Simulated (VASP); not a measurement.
# CoO (R-3m) in VASP: notebook

CoO is run at these levels: PBEsol+U; tasks: single point.

Everything below comes from runs of VASP 6.6.1. Logs are shortened: lines on timing, memory, paths and dates and some standing lists are left out, and cuts for length are marked.

## 1. The cell of the first run

The structure is trigonal, space group R-3m (No. 166). The conventional cell has a = 3.011 Å, b = 3.011 Å, c = 7.320 Å, α = 90.00°, β = 90.00°, γ = 120.00°. Within 2.8 Å of Co (site symmetry -3m) lie 6 O at 2.12 Å. O (site symmetry -3m) has 6 Co at 2.12 Å within 2.8 Å.

## 2. Single point, PBEsol+U, collinear spin, ferromagnetic start

Input file INCAR:

```
ALGO = Normal ; EDIFF = 1E-6
ENCUT = 520 ; GGA = PS
ISIF = 2 ; ISMEAR = -1
ISPIN = 2 ; LASPH = True
LCHARG = True ; LDAU = True
LDAUJ = 0 0 ; LDAUL = 2 -1
LDAUPRINT = 1 ; LDAUTYPE = 2
LDAUU = 2 0 ; LELF = True
LMAXMIX = 4 ; LORBIT = 11
LREAL = False ; LVHAR = True
LWAVE = False ; MAGMOM = 2 0
NBANDS = 18 ; NELM = 150
PREC = Accurate ; SIGMA = 0.05
```

Input file KPOINTS:

```
k-points
0
Gamma
  11 11 11
```

Input file POSCAR:

```
CoO
1.0
    1.5054695445      0.8691832468      2.4399269062
   -1.5054695445      0.8691832468      2.4399269062
    0.0000000000     -1.7383664936      2.4399269062
Co O
1 1
Direct
    0.0000000000      0.0000000000      0.0000000000
    0.5000000000      0.5000000000      0.5000000000
```

Potentials or basis: VASP PAW PBE potentials, release 64 (Co, O).

Launch:

```
$ cat potpaw_PBE.64/Co/POTCAR potpaw_PBE.64/O/POTCAR > POTCAR
$ mpirun -np 1 vasp_std > vasp.out
```

OUTCAR:

```text
EDIFF = 1E-6
   ENCUT = 520
   GGA = PS
   ISIF = 2
   ISMEAR = -1
   ISPIN = 2
   LASPH = True
   LORBIT = 11
   LREAL = False
   NELM = 150
   PREC = Accurate

 ion  position               nearest neighbor table
   1  0.000  0.000  0.000-   2 2.12   2 2.12   2 2.12   2 2.12   2 2.12   2 2.12
   2  0.500  0.500  0.500-   1 2.12   1 2.12   1 2.12   1 2.12   1 2.12   1 2.12

  LATTYP: Found a trigonal (rhomboedric) cell.
 ALAT       =     2.9958573687
 COS(alpha) =     0.4949531368

  Lattice vectors:

 A1 = (   1.5054695445,   0.8691832468,   2.4399269062)
 A2 = (  -1.5054695445,   0.8691832468,   2.4399269062)
 A3 = (   0.0000000000,  -1.7383664936,   2.4399269062)

Analysis of symmetry for initial positions (statically):
=====================================================================
 Subroutine PRICEL returns:
 Original cell was already a primitive cell.

 Routine SETGRP: Setting up the symmetry group for a
 trigonal (rhombohedral) supercell.

 Subroutine GETGRP returns: Found 12 space group operations
 (whereof 12 operations were pure point group operations)
 out of a pool of 12 trial point group operations.

The static configuration has the point symmetry D_3d.

Analysis of symmetry for dynamics (positions and initial velocities):
=====================================================================
 Subroutine PRICEL returns:
 Original cell was already a primitive cell.

 Routine SETGRP: Setting up the symmetry group for a
 trigonal (rhombohedral) supercell.

 Subroutine GETGRP returns: Found 12 space group operations
 (whereof 12 operations were pure point group operations)
 out of a pool of 12 trial point group operations.

The dynamic configuration has the point symmetry D_3d.

Analysis of structural, dynamic, and magnetic symmetry:
=====================================================================
 Subroutine PRICEL returns:
 Original cell was already a primitive cell.

 Routine SETGRP: Setting up the symmetry group for a
 trigonal (rhombohedral) supercell.

 Subroutine GETGRP returns: Found 12 space group operations
 (whereof 12 operations were pure point group operations)
 out of a pool of 12 trial point group operations.

The overall configuration has the point symmetry D_3d.

 Subroutine INISYM returns: Found 12 space group operations
 (whereof 12 operations are pure point group operations),
 and found     1 'primitive' translations

----------------------------------------------------------------------------------------

                                     Primitive cell

  volume of cell :      19.1563

  direct lattice vectors                    reciprocal lattice vectors
     1.505469544  0.869183247  2.439926906     0.332122295  0.191750896  0.136616114
    -1.505469544  0.869183247  2.439926906    -0.332122295  0.191750896  0.136616114
     0.000000000 -1.738366494  2.439926906     0.000000000 -0.383501793  0.136616114

  length of vectors
     2.995857369  2.995857369  2.995857369     0.407108816  0.407108816  0.407108816

  position of ions in fractional coordinates (direct lattice)
     0.000000000  0.000000000  0.000000000
     0.500000000  0.500000000  0.500000000

  ion indices of the primitive-cell ions
   primitive index   ion index
                 1           1
                 2           2

----------------------------------------------------------------------------------------

 KPOINTS: k-points

Automatic generation of k-mesh.
 Grid dimensions read from file:
[... 64 lines left out ...]
   NELM   =    150;   NELMIN=  2; NELMDL= -5     # of ELM steps
   EDIFF  = 0.1E-05   stopping-criterion for ELM
   LREAL  =      F    real-space projection
   EDIFFG = 0.1E-04   stopping-criterion for IOM
   NSW    =      0    number of steps for IOM
   IBRION =     -1    ionic relax: 0-MD 1-quasi-New 2-CG
   NFREE  =      0    steps in history (QN), initial steepest desc. (CG)
   ISIF   =      2    stress and relaxation
   ISYM   =      2    0-nonsym 1-usesym 2-fastsym
   POTIM  = 0.5000    time-step for ionic-motion
   TEBEG  =    0.0;   TEEND  =   0.0 temperature during run
   PSTRESS=    0.0 pullay stress
   NELECT =      15.0000    total number of electrons
   NUPDOWN=      -1.0000    fix difference up-down
   EMIN   =  10.00;   EMAX   =-10.00  energy-range for DOS
   EFERMI =   0.00;   METHOD = LEGACY
   ISMEAR =    -1;   SIGMA  =   0.05  broadening in eV -4-tet -1-fermi 0-gaus
   EFERMI_NEDOS =   21; number of points for ismear=-14 and -15
   IALGO  =     38    algorithm
   IMIX   =      4    mixing-type and parameters
     AMIX     =   0.40;   BMIX     =  1.00
     AMIX_MAG =   1.60;   BMIX_MAG =  1.00
  volume/ion in A,a.u.               =       9.58        64.64
  Fermi-wavevector in a.u.,A,eV,Ry     =   1.508927  2.851458 30.978555  2.276860
  Thomas-Fermi vector in A             =   2.619316
   LORBIT       =     11    0 simple, 1 ext, 2 COOP (PROOUT), +10 PAW based schemes
 LDA+U is selected, type is set to LDAUTYPE =  2
   angular momentum for each species LDAUL =     2   -1
   U (eV)           for each species LDAUU =   2.0  0.0
   J (eV)           for each species LDAUJ =   0.0  0.0
   GGA     = PS    functional components
   LHFCALC =     F    Hartree Fock is set to
   AEXX    =    0.0000 exact exchange contribution
   IVDW    =     0    specifies the selected vdW correction
   LEPSILON=     F    determine dielectric tensor
   LRPA    =     F    only Hartree local field effects (RPA)
 spin polarized calculation
  energy-cutoff  :      520.00
  volume of cell :       19.16
 maximum number of plane-waves:       532
   NGX = 11   NGY = 11   NGZ = 11

atom =   1  type =  1  l = 2

 onsite density matrix

spin component  1

  0.9781 -0.0000  0.0000 -0.0207 -0.0000
 -0.0000  0.9924 -0.0000 -0.0000 -0.0207
  0.0000 -0.0000  0.9632  0.0000  0.0000
 -0.0207 -0.0000  0.0000  0.9924  0.0000
 -0.0000 -0.0207  0.0000  0.0000  0.9781

spin component  2

  0.4847  0.0000 -0.0000  0.2277 -0.0000
  0.0000  0.3253  0.0000  0.0000  0.2277
 -0.0000  0.0000  0.6414 -0.0000  0.0000
  0.2277  0.0000 -0.0000  0.3253  0.0000
 -0.0000  0.2277  0.0000  0.0000  0.4847

 occupancies and eigenvectors

  o =  0.1637  v =  0.0000  0.0000  0.0000  0.0000  0.0000  0.5787 -0.0000 -0.0000 -0.8156  0.0000      0.0000  0.0000  0.0000  0.0000  0.0000  0.0000  0.0000  0.0000  0.0000  0.0000
  o =  0.1637  v =  0.0000  0.0000  0.0000  0.0000  0.0000 -0.0000 -0.8156 -0.0000  0.0000  0.5787      0.0000  0.0000  0.0000  0.0000  0.0000  0.0000  0.0000  0.0000  0.0000  0.0000
  o =  0.6414  v =  0.0000  0.0000  0.0000  0.0000  0.0000  0.0000 -0.0000  1.0000  0.0000 -0.0000      0.0000  0.0000  0.0000  0.0000  0.0000  0.0000  0.0000  0.0000  0.0000  0.0000
  o =  0.6463  v =  0.0000  0.0000  0.0000  0.0000  0.0000  0.8156  0.0000  0.0000  0.5787  0.0000      0.0000  0.0000  0.0000  0.0000  0.0000  0.0000  0.0000  0.0000  0.0000  0.0000
  o =  0.6463  v =  0.0000  0.0000  0.0000  0.0000  0.0000  0.0000 -0.5787 -0.0000  0.0000 -0.8156      0.0000  0.0000  0.0000  0.0000  0.0000  0.0000  0.0000  0.0000  0.0000  0.0000
  o =  0.9632  v =  0.0000  0.0000 -1.0000 -0.0000  0.0000  0.0000  0.0000  0.0000  0.0000  0.0000      0.0000  0.0000  0.0000  0.0000  0.0000  0.0000  0.0000  0.0000  0.0000  0.0000
  o =  0.9633  v = -0.8141 -0.0000  0.0000 -0.5808 -0.0000  0.0000  0.0000  0.0000  0.0000  0.0000      0.0000  0.0000  0.0000  0.0000  0.0000  0.0000  0.0000  0.0000  0.0000  0.0000
  o =  0.9633  v =  0.0000  0.5808  0.0000 -0.0000  0.8141  0.0000  0.0000  0.0000  0.0000  0.0000      0.0000  0.0000  0.0000  0.0000  0.0000  0.0000  0.0000  0.0000  0.0000  0.0000
  o =  1.0072  v =  0.5808 -0.0000  0.0000 -0.8141 -0.0000  0.0000  0.0000  0.0000  0.0000  0.0000      0.0000  0.0000  0.0000  0.0000  0.0000  0.0000  0.0000  0.0000  0.0000  0.0000
  o =  1.0072  v =  0.0000  0.8141 -0.0000 -0.0000 -0.5808  0.0000  0.0000  0.0000  0.0000  0.0000      0.0000  0.0000  0.0000  0.0000  0.0000  0.0000  0.0000  0.0000  0.0000  0.0000

 number of electron      15.0000005 magnetization       2.9972135

 Free energy of the ion-electron system (eV)
  ---------------------------------------------------
  ext. energy  EPLUGINS =         0.00000000
  ---------------------------------------------------
  free energy    TOTEN  =       -12.86735875 eV

  energy without entropy =      -12.83486359  energy(sigma->0) =      -12.85111117

 E-fermi :   7.6340     XC(G=0): -12.6999

 val. band max:        7.6248033277   @ k =   0.4545   0.4545   0.2727
 cond. band min:       7.6341894044   @ k =  -0.3636  -0.4545   0.1818
 fundamental gap:      0.0093860767
 Fermi energy:         7.6340231751

 spin component 1

 k-point     1 :       0.0000    0.0000    0.0000
  band No.  band energies     occupation
      1     -12.2417      1.00000
      2       3.4876      1.00000
      3       3.4876      1.00000
      4       3.7936      1.00000
      5       3.7936      1.00000
      6       3.8092      1.00000
[... 1001 lines left out ...]
     17      36.2978      0.00000
     18      38.1754      0.00000

 [... further k-points ...]

------------------------ aborting loop because EDIFF is reached ----------------------------------------

  FORCE on cell =-STRESS in cart. coord.  units (eV):
  Direction    XX          YY          ZZ          XY          YZ          ZX
  --------------------------------------------------------------------------------------
  -------------------------------------------------------------------------------------
  Total       -1.0767511     -1.0767511     -1.0979590      0.0000000     -0.0000000      0.0000000
  in kB      -90.0563842    -90.0563842    -91.8301535      0.0000000     -0.0000000      0.0000000
  external PRESSURE =     -90.6476406 kB  Pullay stress =       0.0000000 kB

 VOLUME and BASIS-vectors are now :
 -----------------------------------------------------------------------------
  energy-cutoff  :      520.00
  volume of cell :       19.16
      direct lattice vectors                 reciprocal lattice vectors
     1.505469544  0.869183247  2.439926906     0.332122295  0.191750896  0.136616114
    -1.505469544  0.869183247  2.439926906    -0.332122295  0.191750896  0.136616114
     0.000000000 -1.738366494  2.439926906     0.000000000 -0.383501793  0.136616114

 POSITION                                       TOTAL-FORCE (eV/Angst)
 -----------------------------------------------------------------------------------
      0.00000      0.00000      0.00000        -0.000000      0.000000      0.000000
      0.00000      0.00000      3.65989         0.000000     -0.000000     -0.000000
 -----------------------------------------------------------------------------------
    total drift:                               -0.000000      0.000000     -0.000000

  FREE ENERGIE OF THE ION-ELECTRON SYSTEM (eV)
  ---------------------------------------------------
  free  energy   TOTEN  =       -12.8673587512 eV

  energy  without entropy=      -12.8348635904  energy(sigma->0) =      -12.85111117

 total charge

# of ion       s       p       d       tot
------------------------------------------
    1        0.303   0.372   7.141   7.815
    2        1.548   3.422   0.000   4.969
--------------------------------------------------
tot          1.850   3.794   7.141  12.785

 magnetization (x)

# of ion       s       p       d       tot
------------------------------------------
    1        0.020   0.018   2.642   2.680
    2        0.027   0.261   0.000   0.287
--------------------------------------------------
tot          0.046   0.278   2.642   2.967
```

Wall time 1.9 min (1 thread of Intel Xeon 8259CL, shared host); peak memory 0.21 GiB.

Results:

```
Free energy                                           : -12.8674 eV
Pressure                                              : -9.1 GPa
Band gap on the k mesh                                : zero (filled and empty bands overlap)
Net moment                                            : 3.00 μB per cell
Site moments                                          : Co +2.68; O +0.29 μB
Valence electrons inside the program's atomic spheres : Co 7.82; O 4.97
```

Stress tensor (GPa, compression positive):
```
-9.01  0.00  0.00
 0.00 -9.01  0.00
 0.00  0.00 -9.18
```

Eigenvalues of the final occupation matrices:
```
    site  spin  trace               eigenvalues
site 1 d     1   4.90  0.96 0.96 0.96 1.01 1.01
site 1 d     2   2.26  0.16 0.16 0.64 0.65 0.65
```

Caveat: the cell stands under tension; the PAW data sets were made with another functional, which shifts forces and pressure a little; a cell with one magnetic atom can't hold antiferromagnetic order, which such compounds often take.

## 3. Single point, PBEsol+U, collinear spin, ferromagnetic start

Input file INCAR:

```
  ALGO = Normal
  EDIFF = 1E-6
  ENCUT = 520
  GGA = PS
  ISIF = 2
  ISMEAR = -1
  ISPIN = 2
  LASPH = True
  LCHARG = True
  LDAU = True
  LDAUJ = 0 0
  LDAUL = 2 -1
  LDAUPRINT = 1
  LDAUTYPE = 2
  LDAUU = 3 0
  LELF = True
  LMAXMIX = 4
  LORBIT = 11
  LREAL = False
  LVHAR = True
  LWAVE = False
  MAGMOM = 2 0
  NBANDS = 18
  NELM = 150
  PREC = Accurate
  SIGMA = 0.05
```

KPOINTS is that of step 2.

POSCAR is that of step 2.

Potentials or basis: VASP PAW PBE potentials, release 64 (Co, O).

Launch:

```
$ cat potpaw_PBE.64/Co/POTCAR potpaw_PBE.64/O/POTCAR > POTCAR
$ mpirun -np 1 vasp_std > vasp.out
```

It took 2.2 min on 1 thread of Intel Xeon 8259CL, shared host; peak memory 0.21 GiB.

Results (log left out):

| Item | Value |
| --- | --- |
| Free energy | -12.4873 eV |
| Pressure | -7.5 GPa |
| Band gap on the k mesh | zero (filled and empty bands overlap) |
| Net moment | 3.00 μB per cell |
| Site moments | Co +2.71; O +0.26 μB |
| Valence electrons inside the program's atomic spheres | Co 7.82; O 4.97 |

Stress tensor (GPa, compression positive):
```
-7.07  0.00  0.00
 0.00 -7.07  0.00
 0.00  0.00 -8.30
```

Levels at points of the mesh, in eV from the Fermi level:
Spin up:
```csv
k point,band 7,band 8,band 9,band 10,band 11,band 12
"(0.00, 0.00, 0.00)",-2.86,-2.86,-2.79,1.16,16.83,17.22
```
Spin down:
```csv
k point,band 4,band 5,band 6,band 7,band 8,band 9
"(0.00, 0.00, 0.00)",-2.30,-2.28,-0.93,-0.93,1.16,1.16
```

Eigenvalues of the final occupation matrices:
| site | spin | trace | eigenvalues |
| --- | --- | --- | --- |
| site 1 d | 1 | 4.92 | 0.96 0.97 0.97 1.01 1.01 |
| site 1 d | 2 | 2.25 | 0.14 0.14 0.51 0.51 0.95 |

Caveat: the cell stands under tension; the PAW data sets were made with another functional, which shifts forces and pressure a little; a cell with one magnetic atom can't hold antiferromagnetic order, which such compounds often take.

(Continued in part 2 of 2.)
